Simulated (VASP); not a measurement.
Crystal: BaTiO3.

```
Ba Ti O
1.0
     2.84000    1.63967    2.33135
    -2.84000    1.63967    2.33135
     0.00000   -3.27935    2.33135
Ba Ti O
1 1 3
Direct
  0.99679 0.99679 0.99679
  0.48333 0.48333 0.48333
  0.50983 0.50983 0.01942
  0.01942 0.50983 0.50983
  0.50983 0.01942 0.50983
```

Base run:

| Quantity | Value |
| --- | --- |
| Program | VASP 6.6.1 |
| Functional | HSE06 |
| Potentials or basis | VASP PAW PBE potentials, release 64 (Ba_sv, Ti_sv, O) |
| Cutoff | 520 eV |
| k mesh | 4 × 4 × 4 |
| Occupations | gaussian, width 0.01 eV |
| Spin | no spin polarisation |

Its results: band gap on the k mesh 3.91 eV (least direct gap 4.36 eV); pressure -0.5 GPa; largest force 0.205 eV/Å.

Task: The run is repeated on the same cell with these changes: functional from HSE06 to PBE0. What comes out?

Result: Band gap on the k mesh 4.68 eV (least direct gap 5.13 eV); pressure -0.6 GPa; largest force 0.199 eV/Å.

Caveats: the PAW data sets were made with another functional, which shifts forces and pressure a little; spin-orbit coupling is left out, which moves the levels of the heavy elements.

A k mesh can miss the band edges.
